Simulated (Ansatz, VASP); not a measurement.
## Si2Mo in VASP and in Ansatz

```
Si Mo
1.0
    -1.60000    1.60000    3.93050
     1.60000   -1.60000    3.93050
     1.60000    1.60000   -3.93050
Si Mo
2 1
Direct
  0.33300 0.33300 0.00000
  0.66700 0.66700 0.00000
  0.00000 0.00000 0.00000
```

Alike in both runs: task relaxation of cell and atoms; functional PBEsol; k mesh 11 × 11 × 11; occupations fermi-dirac, width 0.05 eV; no spin polarisation.

|  | VASP | Ansatz |
| --- | --- | --- |
| version | VASP 6.6.1 | Ansatz 0.2.0 |
| potentials or method | VASP PAW PBE potentials, release 64 (Si, Mo_sv) | plane waves, PAW |
| plane-wave cutoff (eV) | 600 | 420 |
| valence electrons in the cell | 22 | 22 |

```tsv
	VASP	Ansatz	Ansatz less VASP
relaxed volume (Å³/atom)	13.29	13.27	-0.019
relaxed cell length with the largest relative difference (Å)	4.516	4.515	-0.0010
```

VASP's potentials were made for PBE, not for PBEsol. Ansatz's warnings: stress scf threshold loose.
